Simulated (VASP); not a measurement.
MgS:

```xyz
2
Lattice="0.0000 2.8331 2.8331 2.8331 0.0000 2.8331 2.8331 2.8331 0.0000" Properties=species:S:1:pos:R:3 pbc="T T T"
S     1.4166    1.4166    1.4166
Mg    0.0000    0.0000    0.0000
```

| Item | Value |
| --- | --- |
| Program | VASP 6.6.1 |
| Task | relaxation of cell and atoms |
| Functional | RPBE |
| Potentials or basis | VASP PAW PBE potentials, release 64 (S, Mg) |
| Cutoff | 600 eV |
| k mesh | 8 × 8 × 8 |
| Occupations | fermi-dirac, width 0.05 eV |
| Spin | no spin polarisation |

At the start: pressure 2.5 GPa; volume 22.74 Å³/atom.

How do energy, volume and symmetry change on relaxing?

Over 3 steps the energy falls by 7.3 meV/atom and the volume is 23.74 Å³/atom (+4.4 %); space group F-43m (No. 216, to 0.05 Å).

The path:
| step | energy change (eV) | largest force (eV/Å) | pressure (GPa) | volume (Å³) |
| --- | --- | --- | --- | --- |
| 1 | 0.0000 | 0.0000 | 2.45 | 45.48 |
| 2 | -0.0143 | 0.0000 | -0.36 | 47.81 |
| 3 | -0.0147 | 0.0000 | 0.00 | 47.47 |

Final structure:
```
S Mg
1.0
     0.00000    2.87384    2.87384
     2.87384    0.00000    2.87384
     2.87384    2.87384    0.00000
S Mg
1 1
Direct
  0.25000 0.25000 0.25000
  0.00000 0.00000 0.00000
```

Caveat: the PAW data sets were made with another functional, which shifts forces and pressure a little.
